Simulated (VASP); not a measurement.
Input of a VASP 6.6.1 run:

File INCAR:

```
SYSTEM = Sb
  PREC = Accurate
  ENCUT = 520
  EDIFF = 1E-6
  ISMEAR = -1
  SIGMA = 0.05
  LREAL = .FALSE.
  LASPH = .TRUE.
  NELM = 100
  ALGO = Normal
  ISIF = 2
  LWAVE = .FALSE.
  LCHARG = .FALSE.
  GGA = RE
  IVDW = 12
  NBANDS = 12
```

File KPOINTS:

```
regular mesh
0
G
  8 8 8
  0 0 0
```

The input POSCAR:

```
Sb
1.0
    2.1467251086      1.2394123193      3.6187414599
   -2.1467251086      1.2394123193      3.6187414599
    0.0000000000     -2.4788246387      3.6187414599
Sb
2
Direct
    0.7624344379      0.7624344379      0.7624344379
    0.2375655621      0.2375655621      0.2375655621
```

Potentials or basis: VASP PAW PBE potentials, release 64 (Sb).

Launch:

```bash
$ cat potpaw_PBE.64/Sb/POTCAR > POTCAR
$ mpirun -np 1 vasp_std > vasp.out
```

Q: Estimate the largest force.

A: 0.030 eV/Å.

Q: Predict the dispersion energy per atom.

A: -0.934 eV.

Q: Estimate the pressure.

A: 0.0 GPa.

Forces on the atoms (eV/Å):
```
Sb   0.000  0.000 -0.030
Sb   0.000  0.000  0.030
```

Caveat: the PAW data sets were made with another functional, which shifts forces and pressure a little; pairwise dispersion overbinds metals, which lowers pressure and volume.
